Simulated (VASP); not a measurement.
# ZnCd2Se3 (P6/mmm) in VASP: notebook

ZnCd2Se3 is run at these levels: PBE; tasks: relaxation of cell and atoms, single point.

Everything below comes from runs of VASP 6.6.1. Logs are shortened: lines on timing, memory, paths and dates and some standing lists are left out, and cuts for length are marked.

## Step 1: The cell of the first run

The structure is hexagonal, space group P6/mmm (No. 191). The conventional cell has a = 6.528 Å, b = 6.528 Å, c = 3.827 Å, α = 90.00°, β = 90.00°, γ = 120.00°. Zn (site symmetry 6/mmm) has 6 Cd at 3.77 Å and 12 Se at 3.78 Å and 2 Zn at 3.83 Å within 4.9 Å. Within 3.5 Å of Cd (site symmetry -6m2) lie 6 Se at 2.69 Å. Within 3.5 Å of Se (site symmetry mmm) lie 4 Cd at 2.69 Å and 4 Se at 3.26 Å.

The cell was built from a structure type or drawn by symmetry, and may not be a known phase.

## Step 2: Relaxation of cell and atoms, PBE

Input file INCAR:

```
PREC = Accurate
ENCUT = 600
EDIFF = 1E-7
ISMEAR = 0
SIGMA = 0.1
LREAL = F
LASPH = T
NELM = 80
ALGO = Normal
ISIF = 3
LWAVE = F
LCHARG = F
GGA = PE
IBRION = 2
NSW = 90
EDIFFG = -0.04
```

Input file KPOINTS:

```
regular mesh
0
Gamma
  3 3 4
```

Input file POSCAR:

```
ZnCd2Se3
1.0
    6.5280730600      0.0000000000      0.0000000000
   -3.2640365300      5.6534771000      0.0000000000
    0.0000000000      0.0000000000      3.8270950200
Zn Cd Se
1 2 3
Direct
    0.0000000000      0.0000000000      0.5000000000
    0.6666666700      0.3333333300      0.5000000000
    0.3333333300      0.6666666700      0.5000000000
    0.0000000000      0.5000000000      0.0000000000
    0.5000000000      0.5000000000      0.0000000000
    0.5000000000      0.0000000000      0.0000000000
```

Potentials or basis: VASP PAW PBE potentials, release 64 (Zn, Cd, Se).

Command:

```sh
$ cat potpaw_PBE.64/Zn/POTCAR potpaw_PBE.64/Cd/POTCAR potpaw_PBE.64/Se/POTCAR > POTCAR
$ mpirun -np 1 vasp_std > vasp.out
```

OUTCAR:

```text
PREC = Accurate
   ENCUT = 600
   EDIFF = 1E-7
   ISMEAR = 0
   LREAL = F
   LASPH = T
   NELM = 80
   ISIF = 3
   GGA = PE
   IBRION = 2
   NSW = 90
   EDIFFG = -0.04

 ion  position               nearest neighbor table
   1  0.000  0.000  0.500-
   2  0.667  0.333  0.500-   6 2.69   6 2.69   4 2.69   4 2.69   5 2.69   5 2.69   3 3.77   3 3.77
                             3 3.77
   3  0.333  0.667  0.500-   6 2.69   6 2.69   4 2.69   4 2.69   5 2.69   5 2.69   2 3.77   2 3.77
                             2 3.77
   4  0.000  0.500  0.000-   2 2.69   3 2.69   2 2.69   3 2.69
   5  0.500  0.500  0.000-   2 2.69   3 2.69   2 2.69   3 2.69
   6  0.500  0.000  0.000-   2 2.69   3 2.69   2 2.69   3 2.69

  LATTYP: Found a hexagonal cell.
 ALAT       =     6.5280730600
 C/A-ratio  =     0.5862518671

  Lattice vectors:

 A1 = (   6.5280730600,   0.0000000000,   0.0000000000)
 A2 = (  -3.2640365300,   5.6534771000,   0.0000000000)
 A3 = (   0.0000000000,   0.0000000000,   3.8270950200)

Analysis of symmetry for initial positions (statically):
=====================================================================
 Subroutine PRICEL returns:
 Original cell was already a primitive cell.

 Routine SETGRP: Setting up the symmetry group for a
 hexagonal supercell.

 Subroutine GETGRP returns: Found 24 space group operations
 (whereof 24 operations were pure point group operations)
 out of a pool of 24 trial point group operations.

The static configuration has the point symmetry D_6h.

Analysis of symmetry for dynamics (positions and initial velocities):
=====================================================================
 Subroutine PRICEL returns:
 Original cell was already a primitive cell.

 Routine SETGRP: Setting up the symmetry group for a
 hexagonal supercell.

 Subroutine GETGRP returns: Found 24 space group operations
 (whereof 24 operations were pure point group operations)
 out of a pool of 24 trial point group operations.

The dynamic configuration has the point symmetry D_6h.

 Subroutine INISYM returns: Found 24 space group operations
 (whereof 24 operations are pure point group operations),
 and found     1 'primitive' translations

----------------------------------------------------------------------------------------

                                     Primitive cell

  volume of cell :     141.2440

  direct lattice vectors                    reciprocal lattice vectors
[... 68 lines left out ...]
   NGXF,Y,Z  is equivalent  to a cutoff of  27.50, 27.50, 27.80 a.u.
 SYSTEM =  unknown system
   PREC   = accura    normal or accurate (medium, high low for compatibility)
   ISTART =      0    job   : 0-new  1-cont  2-samecut
   ICHARG =      2    charge: 1-file 2-atom 10-const
   ISPIN  =      1    spin polarized calculation?
   LNONCOLLINEAR =      F non collinear calculations
   LSORBIT =      F    spin-orbit coupling
   LASPH  =      T    aspherical Exc in radial PAW
   ENCUT  =  600.0 eV  44.10 Ry    6.64 a.u.  13.04 13.04  7.64*2*pi/ulx,y,z
   NELM   =     80;   NELMIN=  2; NELMDL= -5     # of ELM steps
   EDIFF  = 0.1E-06   stopping-criterion for ELM
   LREAL  =      F    real-space projection
   EDIFFG = -.4E-01   stopping-criterion for IOM
   NSW    =     90    number of steps for IOM
   IBRION =      2    ionic relax: 0-MD 1-quasi-New 2-CG
   NFREE  =      1    steps in history (QN), initial steepest desc. (CG)
   ISIF   =      3    stress and relaxation
   ISYM   =      2    0-nonsym 1-usesym 2-fastsym
   POTIM  = 0.5000    time-step for ionic-motion
   TEBEG  =    0.0;   TEEND  =   0.0 temperature during run
   PSTRESS=    0.0 pullay stress
   NELECT =      54.0000    total number of electrons
   NUPDOWN=      -1.0000    fix difference up-down
   EMIN   =  10.00;   EMAX   =-10.00  energy-range for DOS
   EFERMI =   0.00;   METHOD = LEGACY
   ISMEAR =     0;   SIGMA  =   0.10  broadening in eV -4-tet -1-fermi 0-gaus
   EFERMI_NEDOS =   21; number of points for ismear=-14 and -15
   IALGO  =     38    algorithm
   IMIX   =      4    mixing-type and parameters
     AMIX     =   0.40;   BMIX     =  1.00
     AMIX_MAG =   1.60;   BMIX_MAG =  1.00
  volume/ion in A,a.u.               =      23.54       158.86
  Fermi-wavevector in a.u.,A,eV,Ry     =   1.188182  2.245337 19.208369  1.411775
  Thomas-Fermi vector in A             =   2.324317
   LORBIT       =      0    0 simple, 1 ext, 2 COOP (PROOUT), +10 PAW based schemes
   GGA     = PE    functional components
   LHFCALC =     F    Hartree Fock is set to
   AEXX    =    0.0000 exact exchange contribution
   IVDW    =     0    specifies the selected vdW correction
   LEPSILON=     F    determine dielectric tensor
   LRPA    =     F    only Hartree local field effects (RPA)
 conjugate gradient relaxation of ions
 non-spin polarized calculation
 Gauss-broadening in eV      SIGMA  =   0.10
  energy-cutoff  :      600.00
  volume of cell :      141.24
 maximum number of plane-waves:      4740
 NGX is ok and might be reduce to    54
   NGX = 27   NGY = 27   NGZ = 15

--------------------------------------- Ionic step        1  -------------------------------------------

 number of electron      54.0000014 magnetization

 Free energy of the ion-electron system (eV)
  ---------------------------------------------------
  ext. energy  EPLUGINS =         0.00000000
  ---------------------------------------------------
  free energy    TOTEN  =       -11.73952661 eV

  energy without entropy =      -11.72714077  energy(sigma->0) =      -11.73333369

------------------------ aborting loop because EDIFF is reached ----------------------------------------

  FORCE on cell =-STRESS in cart. coord.  units (eV):
  Direction    XX          YY          ZZ          XY          YZ          ZX
  --------------------------------------------------------------------------------------
  -------------------------------------------------------------------------------------
  Total        6.3841874      6.3841874     11.0756118      0.0000000      0.0000000      0.0000000
  in kB       72.4179659     72.4179657    125.6343562      0.0000000      0.0000000      0.0000000
  external PRESSURE =      90.1567626 kB  Pullay stress =       0.0000000 kB
[... 107 lines left out ...]
--------------------------------------- Ionic step        4  -------------------------------------------

 number of electron      53.9999976 magnetization

 Free energy of the ion-electron system (eV)
  ---------------------------------------------------
  ext. energy  EPLUGINS =         0.00000000
  ---------------------------------------------------
  free energy    TOTEN  =       -12.32054747 eV

  energy without entropy =      -12.31214510  energy(sigma->0) =      -12.31634628

 E-fermi :   1.3353     XC(G=0):  -9.1154

 val. band max:        1.3313618020   @ k =   0.3333   0.3333   0.0000
 cond. band min:       1.5108352828   @ k =   0.0000   0.0000   0.0000
 fundamental gap:      0.1794734808
 Fermi energy:         1.3353186385

 k-point     1 :       0.0000    0.0000    0.0000
  band No.  band energies     occupation
      1     -12.1572      2.00000
      2     -10.8533      2.00000
      3     -10.8532      2.00000
      4      -7.4655      2.00000
      5      -7.3068      2.00000
      6      -7.3068      2.00000
[... 337 lines left out ...]
  FREE ENERGIE OF THE ION-ELECTRON SYSTEM (eV)
  ---------------------------------------------------
  free  energy   TOTEN  =       -12.3205474664 eV

  energy  without entropy=      -12.3121451020  energy(sigma->0) =      -12.31634628

 reached required accuracy - stopping structural energy minimisation
```

OSZICAR:

```text
N       E                     dE             d eps       ncg     rms          rms(c)
DAV:   1     0.464156177575E+03    0.46416E+03   -0.27971E+04   576   0.191E+03
DAV:   2     0.278177527801E+02   -0.43634E+03   -0.42554E+03   608   0.440E+02
DAV:   3    -0.116659825044E+02   -0.39484E+02   -0.38721E+02   680   0.127E+02
[... 44 lines left out ...]
DAV:   4    -0.123205655346E+02    0.81549E-04   -0.71755E-05   664   0.593E-02    0.456E-02
DAV:   5    -0.123205478403E+02    0.17694E-04   -0.17490E-05   632   0.341E-02    0.853E-03
DAV:   6    -0.123205471696E+02    0.67064E-06   -0.25179E-06   584   0.965E-03    0.224E-03
DAV:   7    -0.123205474069E+02   -0.23730E-06   -0.22539E-07   360   0.427E-03    0.113E-03
DAV:   8    -0.123205474664E+02   -0.59516E-07   -0.31963E-08   288   0.161E-03
   4 F= -.12320547E+02 E0= -.12316346E+02  d E =-.581021E+00
```

CONTCAR:

```text
ZnCd2Se3
   1.00000000000000
     6.7927322103249708    0.0000000000000000    0.0000000000000000
    -3.3963661051624854    5.8826786465863847   -0.0000000000000000
     0.0000000000000000    0.0000000000000000    4.0962691073624269
  Zn              Cd              Se
     1     2     3
Direct
     1.0000000000000000    1.0000000000000000    0.5000000000000000
     0.6666666699999979    0.3333333300000021    0.5000000000000000
     0.3333333300000021    0.6666666699999979    0.5000000000000000
     1.0000000000000000    0.5000000000000000    0.0000000000000000
     0.5000000000000000    0.5000000000000000    0.0000000000000000
     0.5000000000000000    1.0000000000000000    0.0000000000000000

  0.00000000E+00  0.00000000E+00  0.00000000E+00
  0.00000000E+00  0.00000000E+00  0.00000000E+00
  0.00000000E+00  0.00000000E+00  0.00000000E+00
  0.00000000E+00  0.00000000E+00  0.00000000E+00
  0.00000000E+00  0.00000000E+00  0.00000000E+00
  0.00000000E+00  0.00000000E+00  0.00000000E+00
```

Run time: 2 min. Hardware: 1 thread of Intel Xeon 6975P-C (Granite Rapids), shared host; peak memory 0.33 GiB.

Results:

| Quantity | Value |
| --- | --- |
| Free energy | -12.3205 eV |
| Relaxed volume | 27.28 Å³/atom |
| Relaxed cell | a = 6.793 Å, b = 6.793 Å, c = 4.096 Å, α = 90.00°, β = 90.00°, γ = 120.00° |
| Space group after relaxing (to 0.1 Å) | P6/mmm (No. 191) |
| Energy gained by relaxing | 96.8 meV/atom |
| Ionic steps | 4 |
| Pressure after relaxing | -0.1 GPa |
| Band gap on the k mesh | zero (bands 27 and 28 overlap by 0.56 eV) |

Stress tensor (GPa, compression positive):
```
-0.20  0.00  0.00
 0.00 -0.20  0.00
 0.00  0.00  0.16
```

The path:
```tsv
step	energy change (eV)	largest force (eV/Å)	pressure (GPa)	volume (Å³)
1	0.0000	0.0000	9.02	141.24
2	-0.5469	0.0000	-1.56	170.02
3	-0.5809	0.0000	0.04	163.22
4	-0.5810	0.0000	-0.08	163.68
```

Final structure:
```xyz
6
Lattice="6.7927 0.0000 0.0000 -3.3964 5.8827 0.0000 0.0000 0.0000 4.0963" Properties=species:S:1:pos:R:3 pbc="T T T"
Zn    3.3964    5.8827    2.0481
Cd    3.3964    1.9609    2.0481
Cd    0.0000    3.9218    2.0481
Se    5.0945    2.9413    0.0000
Se    1.6982    2.9413    0.0000
Se    0.0000    5.8827    0.0000
```

Caveat: the k points lie up to 0.38 Å⁻¹ apart in the final cell, too coarse for converged energies and pressures of a metal; the volume moved by over 15 % at a fixed basis, so the end points are rough; semilocal functionals underestimate gaps, so a narrow gap can read as zero.

## Step 3: Single point, PBE

This run uses another cell than the first one, of 27.48 Å³/atom.

Input file INCAR:

```
SYSTEM = ZnCd2Se3
ALGO = Normal ; EDIFF = 1E-6
ENCUT = 520 ; GGA = PE
ISIF = 2 ; ISMEAR = 0
LASPH = .TRUE. ; LCHARG = .TRUE.
LELF = .TRUE. ; LREAL = .FALSE.
LVHAR = .TRUE. ; LWAVE = .FALSE.
NBANDS = 36 ; NELM = 60
PREC = Accurate ; SIGMA = 0.1
```

Input file KPOINTS:

```
k-points
0
G
  6 6 10
  0 0 0
```

Input file POSCAR:

```
ZnCd2Se3
1.0
    6.8863246131      0.0000000000      0.0000000000
   -3.4431623066      5.9637320537      0.0000000000
    0.0000000000      0.0000000000      4.0141997098
Zn Cd Se
1 2 3
Direct
    0.0000000000      0.0000000000      0.5000000000
    0.6666666667      0.3333333333      0.5000000000
    0.3333333333      0.6666666667      0.5000000000
    0.0000000000      0.5000000000      0.0000000000
    0.5000000000      0.5000000000      0.0000000000
    0.5000000000      0.0000000000      0.0000000000
```

Potentials or basis: VASP PAW PBE potentials, release 64 (Zn, Cd, Se).

Command:

```sh
$ cat potpaw_PBE.64/Zn/POTCAR potpaw_PBE.64/Cd/POTCAR potpaw_PBE.64/Se/POTCAR > POTCAR
$ mpirun -np 1 vasp_std > vasp.out
```

Run time: 2.1 min. Hardware: 1 thread of Intel Xeon 6975P-C (Granite Rapids), shared host; peak memory 0.42 GiB.

Results (log left out):

```
Free energy            : -12.1738 eV
Pressure               : 0.2 GPa
Band gap on the k mesh : zero (bands 27 and 28 overlap by 0.64 eV)
```

Stress tensor (GPa, compression positive):
```
0.16 0.00 0.00
0.00 0.16 0.00
0.00 0.00 0.30
```

Levels at points of the mesh, in eV from the Fermi level:
| k point | band 24 | band 25 | band 26 | band 27 | band 28 | band 29 | band 30 | band 31 |
| --- | --- | --- | --- | --- | --- | --- | --- | --- |
| (0.00, 0.00, 0.00) | -0.24 | -0.24 | 0.15 | 0.15 | 0.20 | 0.20 | 3.91 | 3.91 |
| (0.50, 0.00, 0.00) | -1.71 | -1.09 | -0.24 | -0.02 | 0.22 | 1.26 | 2.74 | 3.67 |
| (0.00, 0.00, 0.50) | -2.01 | -1.09 | -0.13 | 0.45 | 0.70 | 0.70 | 2.45 | 2.45 |
| (0.50, 0.00, 0.50) | -1.79 | -1.15 | -0.83 | -0.63 | 0.65 | 1.16 | 2.78 | 3.72 |

Caveat: semilocal functionals underestimate gaps, so a narrow gap can read as zero.

## Step 4: Relaxation of cell and atoms, PBE

This run uses another cell than the first one, of 27.05 Å³/atom.

Input file INCAR:

```
SYSTEM = ZnCd2Se3
PREC = Accurate
ENCUT = 600
EDIFF = 1E-6
ISMEAR = 0
SIGMA = 0.1
LREAL = .FALSE.
LASPH = .TRUE.
NELM = 80
ALGO = Normal
ISIF = 3
LWAVE = .FALSE.
LCHARG = .FALSE.
GGA = PE
IBRION = 2
NSW = 100
EDIFFG = -0.01
```

Input file KPOINTS:

```
regular mesh
0
G
  6 6 10
  0 0 0
```

Edit POSCAR of step 3 so:

```diff
@@ -2,5 +2,5 @@
 1.0
-    6.8863246131      0.0000000000      0.0000000000
-   -3.4431623066      5.9637320537      0.0000000000
-    0.0000000000      0.0000000000      4.0141997098
+    6.7541778460      0.0000000000      0.0000000000
+   -3.3770889230      5.8492895963      0.0000000000
+    0.0000000000      0.0000000000      4.1074640538
 Zn Cd Se
```

Command:

```sh
$ cat potpaw_PBE.64/Zn/POTCAR potpaw_PBE.64/Cd/POTCAR potpaw_PBE.64/Se/POTCAR > POTCAR
$ mpirun -np 1 vasp_std > vasp.out
```

Wall time 7.7 min (1 thread of Intel Xeon 6975P-C (Granite Rapids), shared host); peak memory 0.51 GiB.

It converged, with:

```
Free energy                           : -12.1729 eV
Relaxed volume                        : 27.61 Å³/atom
Relaxed cell                          : a = 6.896 Å, b = 6.896 Å, c = 4.022 Å, α = 90.00°, β = 90.00°, γ = 120.00°
Space group after relaxing (to 0.1 Å) : P6/mmm (No. 191)
Energy gained by relaxing             : 3.5 meV/atom
Ionic steps                           : 7
Pressure after relaxing               : 0.0 GPa
Band gap on the k mesh                : zero (bands 27 and 28 overlap by 0.64 eV)
```

Step by step:
```tsv
step	energy change (eV)	largest force (eV/Å)	pressure (GPa)	volume (Å³)
1	0.0000	0.0000	0.35	162.27
2	-0.0096	0.0000	0.11	163.66
3	-0.0182	0.0000	-0.42	166.89
4	-0.0207	0.0000	0.07	165.48
5	-0.0211	0.0000	-0.08	165.87
6	-0.0211	0.0000	-0.05	165.85
7	-0.0212	0.0000	-0.02	165.63
```

Final structure:
```
Zn Cd Se
1.0
     6.89621    0.00000    0.00000
    -3.44811    5.97229    0.00000
     0.00000    0.00000    4.02158
Zn Cd Se
1 2 3
Direct
  0.00000 0.00000 0.50000
  0.66667 0.33333 0.50000
  0.33333 0.66667 0.50000
  0.00000 0.50000 0.00000
  0.50000 0.50000 0.00000
  0.50000 0.00000 0.00000
```

Levels at points of the mesh, in eV from the Fermi level:
| k point | band 23 | band 24 | band 25 | band 26 | band 27 | band 28 | band 29 | band 30 | band 31 | band 32 |
| --- | --- | --- | --- | --- | --- | --- | --- | --- | --- | --- |
| (0.00, 0.00, 0.00) | -1.67 | -0.24 | -0.24 | 0.15 | 0.15 | 0.19 | 0.20 | 3.91 | 3.91 | 4.84 |
| (0.50, 0.00, 0.00) | -1.71 | -1.70 | -1.09 | -0.25 | -0.02 | 0.22 | 1.25 | 2.72 | 3.67 | 4.01 |
| (0.00, 0.00, 0.50) | -2.00 | -2.00 | -1.08 | -0.13 | 0.45 | 0.69 | 0.69 | 2.46 | 2.46 | 2.63 |
| (0.50, 0.00, 0.50) | -1.97 | -1.78 | -1.14 | -0.83 | -0.63 | 0.64 | 1.16 | 2.77 | 3.72 | 3.88 |

Caveat: semilocal functionals underestimate gaps, so a narrow gap can read as zero.

## Step 5: The runs side by side

```csv
task,cell,k mesh,cutoff (eV),gap on the mesh (eV),pressure (GPa),relaxed volume (Å³/atom)
relaxation of cell and atoms,"relaxed from a = 6.528, b = 6.528, c = 3.827 Å, angles 90.0, 90.0, 120.0°, 6 atoms",3 × 3 × 4,600,none,-0.1,27.28
single point,"a = 6.886, b = 6.886, c = 4.014 Å, angles 90.0, 90.0, 120.0°, 6 atoms",6 × 6 × 10,520,none,0.2,-
relaxation of cell and atoms,"relaxed from a = 6.754, b = 6.754, c = 4.107 Å, angles 90.0, 90.0, 120.0°, 6 atoms",6 × 6 × 10,600,none,0.0,27.61
```

Alike in all rows: level PBE; potentials or basis VASP PAW PBE potentials, release 64 (Zn, Cd, Se); no spin polarisation; smearing gaussian 0.1 eV.

Caveats: some runs use coarse meshes; semilocal functionals underestimate gaps, so a narrow gap can read as zero; the volume moved by over 15 % at a fixed basis, so the end points are rough (at least some runs).

Total energies depend on the potentials used, so only differences within one code and one set of settings carry meaning.
